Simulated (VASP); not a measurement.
# Li3TeH (Pm-3m) in VASP: notebook

Runs on Li3TeH. Level: PBEsol. Tasks: single point, relaxation of cell and atoms.

All numbers are computed with VASP 6.6.1; they aren't measurements. Logs are shortened: lines on timing, memory, paths and dates and some standing lists are left out, and cuts for length are marked.

## Step 1: The cell of the first run

The structure is cubic, space group Pm-3m (No. 221). Conventional cell: a = 4.148 Å, b = 4.148 Å, c = 4.148 Å, α = 90.00°, β = 90.00°, γ = 90.00°. Within 2.7 Å of Li (site symmetry 4/mmm) lie 2 H at 2.07 Å. Within 3.9 Å of Te (site symmetry m-3m) lie 12 Li at 2.93 Å and 8 H at 3.59 Å. Within 2.7 Å of H (site symmetry m-3m) lie 6 Li at 2.07 Å.

## Step 2: Single point, PBEsol

Contents of INCAR:

```
SYSTEM = Li3TeH
ALGO     = Normal         ! electronic algorithm
EDIFF    = 1E-6           ! SCF threshold, eV
ENCUT    = 520            ! plane-wave cutoff, eV
GGA      = PS             ! functional
ISIF     = 2              ! what is computed and relaxed
ISMEAR   = 0              ! smearing method
LASPH    = .True.         ! aspherical terms in the spheres
LCHARG   = .True.         ! write CHGCAR
LELF     = .True.         ! ELF
LREAL    = .False.        ! projectors in reciprocal space
LVHAR    = .True.       
LWAVE    = .False.        ! write WAVECAR
NBANDS   = 16             ! bands
NELM     = 80             ! most SCF steps
PREC     = Accurate       ! precision mode
SIGMA    = 0.02           ! smearing width, eV
```

Contents of KPOINTS:

```
k-points
0
Gamma
  6 6 6
  0 0 0
```

Contents of POSCAR:

```
Li3TeH
1.0
    4.1482195313      0.0000000000      0.0000000000
    0.0000000000      4.1482195313      0.0000000000
    0.0000000000      0.0000000000      4.1482195313
Li Te H
3 1 1
Direct
    0.5000000000      0.0000000000      0.5000000000
    0.0000000000      0.5000000000      0.5000000000
    0.5000000000      0.5000000000      0.0000000000
    0.0000000000      0.0000000000      0.0000000000
    0.5000000000      0.5000000000      0.5000000000
```

Potentials or basis: VASP PAW PBE potentials, release 64 (Li_sv, Te, H).

The run is started by

```console
$ cat potpaw_PBE.64/Li_sv/POTCAR potpaw_PBE.64/Te/POTCAR potpaw_PBE.64/H/POTCAR > POTCAR
$ mpirun -np 1 vasp_std > vasp.out
```

OUTCAR:

```text
SYSTEM = Li3TeH
   EDIFF = 1E-6
   ENCUT = 520
   GGA = PS
   ISIF = 2
   ISMEAR = 0
   LASPH = .True.
   LREAL = .False.
   NELM = 80
   PREC = Accurate

 ion  position               nearest neighbor table
   1  0.500  0.000  0.500-   4 2.93   4 2.93   4 2.93   4 2.93
   2  0.000  0.500  0.500-   4 2.93   4 2.93   4 2.93   4 2.93
   3  0.500  0.500  0.000-   4 2.93   4 2.93   4 2.93   4 2.93
   4  0.000  0.000  0.000-   1 2.93   2 2.93   3 2.93   1 2.93   2 2.93   2 2.93   3 2.93   2 2.93
                             1 2.93   3 2.93   1 2.93   3 2.93
   5  0.500  0.500  0.500-

  LATTYP: Found a simple cubic cell.
 ALAT       =     4.1482195313

  Lattice vectors:

 A1 = (   4.1482195313,   0.0000000000,   0.0000000000)
 A2 = (   0.0000000000,   4.1482195313,   0.0000000000)
 A3 = (   0.0000000000,   0.0000000000,   4.1482195313)

Analysis of symmetry for initial positions (statically):
=====================================================================
 Subroutine PRICEL returns:
 Original cell was already a primitive cell.

 Routine SETGRP: Setting up the symmetry group for a
 simple cubic supercell.

 Subroutine GETGRP returns: Found 48 space group operations
 (whereof 48 operations were pure point group operations)
 out of a pool of 48 trial point group operations.

The static configuration has the point symmetry O_h .

Analysis of symmetry for dynamics (positions and initial velocities):
=====================================================================
 Subroutine PRICEL returns:
 Original cell was already a primitive cell.

 Routine SETGRP: Setting up the symmetry group for a
 simple cubic supercell.

 Subroutine GETGRP returns: Found 48 space group operations
 (whereof 48 operations were pure point group operations)
 out of a pool of 48 trial point group operations.

The dynamic configuration has the point symmetry O_h .

 Subroutine INISYM returns: Found 48 space group operations
 (whereof 48 operations are pure point group operations),
 and found     1 'primitive' translations

[... 89 lines left out ...]
   ISPIN  =      1    spin polarized calculation?
   LNONCOLLINEAR =      F non collinear calculations
   LSORBIT =      F    spin-orbit coupling
   LASPH  =      T    aspherical Exc in radial PAW
   ENCUT  =  520.0 eV  38.22 Ry    6.18 a.u.   7.71  7.71  7.71*2*pi/ulx,y,z
   NELM   =     80;   NELMIN=  2; NELMDL= -5     # of ELM steps
   EDIFF  = 0.1E-05   stopping-criterion for ELM
   LREAL  =      F    real-space projection
   EDIFFG = 0.1E-04   stopping-criterion for IOM
   NSW    =      0    number of steps for IOM
   IBRION =     -1    ionic relax: 0-MD 1-quasi-New 2-CG
   NFREE  =      0    steps in history (QN), initial steepest desc. (CG)
   ISIF   =      2    stress and relaxation
   ISYM   =      2    0-nonsym 1-usesym 2-fastsym
   POTIM  = 0.5000    time-step for ionic-motion
   TEBEG  =    0.0;   TEEND  =   0.0 temperature during run
   PSTRESS=    0.0 pullay stress
   NELECT =      16.0000    total number of electrons
   NUPDOWN=      -1.0000    fix difference up-down
   EMIN   =  10.00;   EMAX   =-10.00  energy-range for DOS
   EFERMI =   0.00;   METHOD = LEGACY
   ISMEAR =     0;   SIGMA  =   0.02  broadening in eV -4-tet -1-fermi 0-gaus
   EFERMI_NEDOS =   21; number of points for ismear=-14 and -15
   IALGO  =     38    algorithm
   IMIX   =      4    mixing-type and parameters
     AMIX     =   0.40;   BMIX     =  1.00
     AMIX_MAG =   1.60;   BMIX_MAG =  1.00
  volume/ion in A,a.u.               =      14.28        96.34
  Fermi-wavevector in a.u.,A,eV,Ry     =   0.994458  1.879253 13.455436  0.988947
  Thomas-Fermi vector in A             =   2.126411
   LORBIT       =      0    0 simple, 1 ext, 2 COOP (PROOUT), +10 PAW based schemes
   GGA     = PS    functional components
   LHFCALC =     F    Hartree Fock is set to
   AEXX    =    0.0000 exact exchange contribution
   IVDW    =     0    specifies the selected vdW correction
   LEPSILON=     F    determine dielectric tensor
   LRPA    =     F    only Hartree local field effects (RPA)
 non-spin polarized calculation
 Gauss-broadening in eV      SIGMA  =   0.02
  energy-cutoff  :      520.00
  volume of cell :       71.38
 maximum number of plane-waves:      1940
 NGX is ok and might be reduce to    32
   NGX = 15   NGY = 15   NGZ = 15

 number of electron      15.9999978 magnetization

 Free energy of the ion-electron system (eV)
  ---------------------------------------------------
  ext. energy  EPLUGINS =         0.00000000
  ---------------------------------------------------
  free energy    TOTEN  =       -16.67190070 eV

  energy without entropy =      -16.67190070  energy(sigma->0) =      -16.67190070

 E-fermi :   3.8777     XC(G=0):  -8.9546

 val. band max:        3.6176950091   @ k =   0.5000   0.5000   0.0000
 cond. band min:       6.4950088766   @ k =   0.5000   0.5000   0.5000
 fundamental gap:      2.8773138675
 Fermi energy:         3.8776742752

 k-point     1 :       0.0000    0.0000    0.0000
  band No.  band energies     occupation
      1     -41.4873      2.00000
      2     -41.4544      2.00000
      3     -41.4544      2.00000
      4      -7.2265      2.00000
      5       0.7612      2.00000
      6       2.1345      2.00000
[... 357 lines left out ...]
      3     -41.4647      2.00000
      4      -5.9776      2.00000
      5       0.0213      2.00000
      6       0.4644      2.00000
[... 8 lines left out ...]
     15      14.6130      0.00000
     16      17.0136      0.00000

------------------------ aborting loop because EDIFF is reached ----------------------------------------

  FORCE on cell =-STRESS in cart. coord.  units (eV):
  Direction    XX          YY          ZZ          XY          YZ          ZX
  --------------------------------------------------------------------------------------
  -------------------------------------------------------------------------------------
  Total       -0.0142704     -0.0142704     -0.0142704      0.0000000     -0.0000000     -0.0000000
  in kB       -0.3203025     -0.3203025     -0.3203025      0.0000000     -0.0000000     -0.0000000
  external PRESSURE =      -0.3203025 kB  Pullay stress =       0.0000000 kB

 VOLUME and BASIS-vectors are now :
 -----------------------------------------------------------------------------
  energy-cutoff  :      520.00
  volume of cell :       71.38
      direct lattice vectors                 reciprocal lattice vectors
     4.148219531  0.000000000  0.000000000     0.241067280  0.000000000  0.000000000
     0.000000000  4.148219531  0.000000000     0.000000000  0.241067280  0.000000000
     0.000000000  0.000000000  4.148219531     0.000000000  0.000000000  0.241067280

 POSITION                                       TOTAL-FORCE (eV/Angst)
 -----------------------------------------------------------------------------------
      2.07411      0.00000      2.07411         0.000000      0.000000      0.000000
      0.00000      2.07411      2.07411         0.000000      0.000000      0.000000
      2.07411      2.07411      0.00000         0.000000      0.000000      0.000000
      0.00000      0.00000      0.00000         0.000000      0.000000      0.000000
      2.07411      2.07411      2.07411         0.000000      0.000000      0.000000
 -----------------------------------------------------------------------------------
    total drift:                                0.000000     -0.000000     -0.000000

  FREE ENERGIE OF THE ION-ELECTRON SYSTEM (eV)
  ---------------------------------------------------
  free  energy   TOTEN  =       -16.6719006996 eV

  energy  without entropy=      -16.6719006996  energy(sigma->0) =      -16.67190070
```

stdout:

```text
POSCAR found type information on POSCAR LiTeH
 POSCAR found :  3 types and       5 ions
 scaLAPACK will be used
 -----------------------------------------------------------------------------
|                                                                             |
|                                                                             |
|     You enforced a specific xc type in the INCAR file but a different       |
|     I HOPE YOU KNOW WHAT YOU ARE DOING!                                     |
|                                                                             |
 -----------------------------------------------------------------------------

 LDA part: xc-table for (Slater+PW92), standard interpolation
 POSCAR, INCAR and KPOINTS ok, starting setup
 FFT: planning ... GRIDC
 FFT: planning ... GRID_SOFT
 FFT: planning ... GRID
 WAVECAR not read
 entering main loop
```

Wall time 31 s (1 thread of Intel Xeon Platinum 8375C at 2.90GHz (Ice Lake), shared host); peak memory 0.18 GiB.

Results:

```
Free energy            : -16.6719 eV
Band gap on the k mesh : 2.88 eV (least direct gap 3.68 eV)
```

Levels at points of the mesh, in eV from the valence-band top:
```tsv
k point	band 4	band 5	band 6	band 7	band 8	band 9	band 10	band 11	band 12	band 13
(0.00, 0.00, 0.00)	-10.84	-2.86	-1.48	-1.48	-1.48	4.26	4.26	6.25	6.25	6.25
(0.50, 0.00, 0.00)	-10.46	-4.93	-0.88	-0.66	-0.66	3.14	3.37	3.37	3.88	9.12
(0.50, 0.50, 0.00)	-10.06	-3.69	-3.42	-3.42	0.00	3.68	5.29	5.29	5.63	5.94
(0.50, 0.50, 0.50)	-9.60	-3.60	-3.15	-3.15	-3.15	2.88	2.88	2.88	10.35	10.35
```

Caveat: the cutoff is under 1.25 times the usual one of these potentials, so pressure, stress and relaxed cells hold a basis-set (Pulay) error; the PAW data sets were made with another functional, which shifts forces and pressure a little; spin-orbit coupling is left out, which moves the levels of the heavy elements.

## Step 3: Relaxation of cell and atoms, PBEsol

This run uses another cell than the first one, of 14.74 Å³/atom.

Contents of INCAR:

```
SYSTEM = Li3TeH
ALGO = Normal
EDIFF = 1E-6
EDIFFG = -0.005
ENCUT = 600
GGA = PS
IBRION = 2
ISIF = 3
ISMEAR = 0
LASPH = .TRUE.
LCHARG = .FALSE.
LREAL = .FALSE.
LWAVE = .FALSE.
NELM = 80
NSW = 70
PREC = Accurate
SIGMA = 0.02
```

Contents of KPOINTS:

```
k-points
0
G
  6 6 6
  0 0 0
```

Changes to POSCAR since step 2:

```diff
@@ -2,5 +2,5 @@
 1.0
-    4.1482195313      0.0000000000      0.0000000000
-    0.0000000000      4.1482195313      0.0000000000
-    0.0000000000      0.0000000000      4.1482195313
+    4.1922815372      0.0000000000      0.0000000000
+    0.0000000000      4.1922815372      0.0000000000
+    0.0000000000      0.0000000000      4.1922815372
 Li Te H
```

Potentials or basis: VASP PAW PBE potentials, release 64 (Li_sv, Te, H).

The run is started by

```console
$ cat potpaw_PBE.64/Li_sv/POTCAR potpaw_PBE.64/Te/POTCAR potpaw_PBE.64/H/POTCAR > POTCAR
$ mpirun -np 1 vasp_std > vasp.out
```

OUTCAR:

```text
SYSTEM = Li3TeH
   EDIFF = 1E-6
   EDIFFG = -0.005
   ENCUT = 600
   GGA = PS
   IBRION = 2
   ISIF = 3
   ISMEAR = 0
   LASPH = .TRUE.
   LREAL = .FALSE.
   NELM = 80
   NSW = 70
   PREC = Accurate

 ion  position               nearest neighbor table
   1  0.500  0.000  0.500-   4 2.96   4 2.96   4 2.96   4 2.96
   2  0.000  0.500  0.500-   4 2.96   4 2.96   4 2.96   4 2.96
   3  0.500  0.500  0.000-   4 2.96   4 2.96   4 2.96   4 2.96
   4  0.000  0.000  0.000-   1 2.96   2 2.96   3 2.96   1 2.96   2 2.96   2 2.96   3 2.96   2 2.96
                             1 2.96   3 2.96   1 2.96   3 2.96
   5  0.500  0.500  0.500-

  LATTYP: Found a simple cubic cell.
 ALAT       =     4.1922815372

  Lattice vectors:

 A1 = (   4.1922815372,   0.0000000000,   0.0000000000)
 A2 = (   0.0000000000,   4.1922815372,   0.0000000000)
 A3 = (   0.0000000000,   0.0000000000,   4.1922815372)

Analysis of symmetry for initial positions (statically):
=====================================================================
 Subroutine PRICEL returns:
 Original cell was already a primitive cell.

 Routine SETGRP: Setting up the symmetry group for a
[... 162 lines left out ...]

 number of electron      16.0000033 magnetization

 Free energy of the ion-electron system (eV)
  ---------------------------------------------------
  ext. energy  EPLUGINS =         0.00000000
  ---------------------------------------------------
  free energy    TOTEN  =       -16.66634856 eV

  energy without entropy =      -16.66634856  energy(sigma->0) =      -16.66634856

------------------------ aborting loop because EDIFF is reached ----------------------------------------

  FORCE on cell =-STRESS in cart. coord.  units (eV):
  Direction    XX          YY          ZZ          XY          YZ          ZX
  --------------------------------------------------------------------------------------
  -------------------------------------------------------------------------------------
  Total       -0.5198811     -0.5198811     -0.5198811      0.0000000      0.0000000      0.0000000
  in kB      -11.3048104    -11.3048104    -11.3048104      0.0000000      0.0000000      0.0000000
  external PRESSURE =     -11.3048104 kB  Pullay stress =       0.0000000 kB
[... 65 lines left out ...]
--------------------------------------- Ionic step        3  -------------------------------------------

 number of electron      16.0000033 magnetization

 Free energy of the ion-electron system (eV)
  ---------------------------------------------------
  ext. energy  EPLUGINS =         0.00000000
  ---------------------------------------------------
  free energy    TOTEN  =       -16.67511533 eV

  energy without entropy =      -16.67511533  energy(sigma->0) =      -16.67511533

 E-fermi :   3.7928     XC(G=0):  -8.9578

 val. band max:        3.6228957585   @ k =   0.5000   0.5000   0.0000
 cond. band min:       6.4983891607   @ k =   0.5000   0.5000   0.5000
 fundamental gap:      2.8754934023
 Fermi energy:         3.7927794168

 k-point     1 :       0.0000    0.0000    0.0000
  band No.  band energies     occupation
      1     -41.4762      2.00000
      2     -41.4439      2.00000
      3     -41.4439      2.00000
      4      -7.2247      2.00000
      5       0.7646      2.00000
      6       2.1381      2.00000
      7       2.1381      2.00000
      8       2.1381      2.00000
      9       7.8820      0.00000
     10       7.8820      0.00000
     11       9.8785      0.00000
     12       9.8785      0.00000
[... 315 lines left out ...]
  FREE ENERGIE OF THE ION-ELECTRON SYSTEM (eV)
  ---------------------------------------------------
  free  energy   TOTEN  =       -16.6751153258 eV

  energy  without entropy=      -16.6751153258  energy(sigma->0) =      -16.67511533

 reached required accuracy - stopping structural energy minimisation
```

OSZICAR:

```text
N       E                     dE             d eps       ncg     rms          rms(c)
DAV:   1     0.585029917029E+02    0.58503E+02   -0.74937E+03   480   0.140E+03
DAV:   2    -0.651717910339E+01   -0.65020E+02   -0.60597E+02   528   0.264E+02
DAV:   3    -0.166350014420E+02   -0.10118E+02   -0.10037E+02   912   0.628E+01
[... 22 lines left out ...]
DAV:   3    -0.166752132907E+02    0.23465E-02   -0.57242E-03   520   0.432E-01    0.138E-01
DAV:   4    -0.166751408608E+02    0.72430E-04   -0.39668E-04   652   0.156E-01    0.970E-02
DAV:   5    -0.166751156426E+02    0.25218E-04   -0.64516E-05   712   0.545E-02    0.118E-02
DAV:   6    -0.166751158688E+02   -0.22619E-06   -0.10312E-05   600   0.256E-02    0.625E-03
DAV:   7    -0.166751153258E+02    0.54301E-06   -0.58256E-07   292   0.722E-03
   3 F= -.16675115E+02 E0= -.16675115E+02  d E =-.876677E-02
```

Run time: 71 s. Hardware: 1 thread of Intel Xeon Platinum 8375C at 2.90GHz (Ice Lake), shared host; peak memory 0.22 GiB.

What came out:

| Item | Value |
| --- | --- |
| Free energy | -16.6751 eV |
| Relaxed volume | 14.27 Å³/atom |
| Relaxed cell | a = 4.147 Å, b = 4.147 Å, c = 4.147 Å, α = 90.00°, β = 90.00°, γ = 90.00° |
| Space group after relaxing (to 0.1 Å) | Pm-3m (No. 221) |
| Energy gained by relaxing | 1.8 meV/atom |
| Ionic steps | 3 |
| Pressure after relaxing | 0.0 GPa |
| Band gap on the k mesh | 2.88 eV (least direct gap 3.68 eV) |

The path:
| step | energy change (eV) | largest force (eV/Å) | pressure (GPa) | volume (Å³) |
| --- | --- | --- | --- | --- |
| 1 | 0.0000 | 0.0000 | -1.13 | 73.68 |
| 2 | -0.0061 | 0.0000 | -0.64 | 72.58 |
| 3 | -0.0088 | 0.0000 | -0.04 | 71.33 |

Final structure:
```cif
data_structure
_symmetry_space_group_name_H-M 'P 1'
_symmetry_Int_Tables_number 1
_cell_length_a 4.1472
_cell_length_b 4.1472
_cell_length_c 4.1472
_cell_angle_alpha 90.000
_cell_angle_beta 90.000
_cell_angle_gamma 90.000
_cell_volume 71.33
loop_
_atom_site_label
_atom_site_type_symbol
_atom_site_fract_x
_atom_site_fract_y
_atom_site_fract_z
_atom_site_occupancy
Li1 Li 0.50000 0.00000 0.50000 1
Li2 Li 0.00000 0.50000 0.50000 1
Li3 Li 0.50000 0.50000 0.00000 1
Te1 Te 0.00000 0.00000 0.00000 1
H1 H 0.50000 0.50000 0.50000 1
```

Levels at points of the mesh, in eV from the valence-band top:
| k point | band 4 | band 5 | band 6 | band 7 | band 8 | band 9 | band 10 | band 11 | band 12 |
| --- | --- | --- | --- | --- | --- | --- | --- | --- | --- |
| (0.00, 0.00, 0.00) | -10.85 | -2.86 | -1.48 | -1.48 | -1.48 | 4.26 | 4.26 | 6.26 | 6.26 |
| (0.50, 0.00, 0.00) | -10.46 | -4.93 | -0.88 | -0.66 | -0.66 | 3.14 | 3.37 | 3.37 | 3.88 |
| (0.50, 0.50, 0.00) | -10.06 | -3.69 | -3.42 | -3.42 | 0.00 | 3.68 | 5.29 | 5.29 | 5.63 |
| (0.50, 0.50, 0.50) | -9.60 | -3.60 | -3.16 | -3.16 | -3.16 | 2.88 | 2.88 | 2.88 | 10.36 |

Caveat: the cutoff is under 1.25 times the usual one of these potentials, so pressure, stress and relaxed cells hold a basis-set (Pulay) error; the PAW data sets were made with another functional, which shifts forces and pressure a little; spin-orbit coupling is left out, which moves the levels of the heavy elements. A k mesh can miss the band edges.
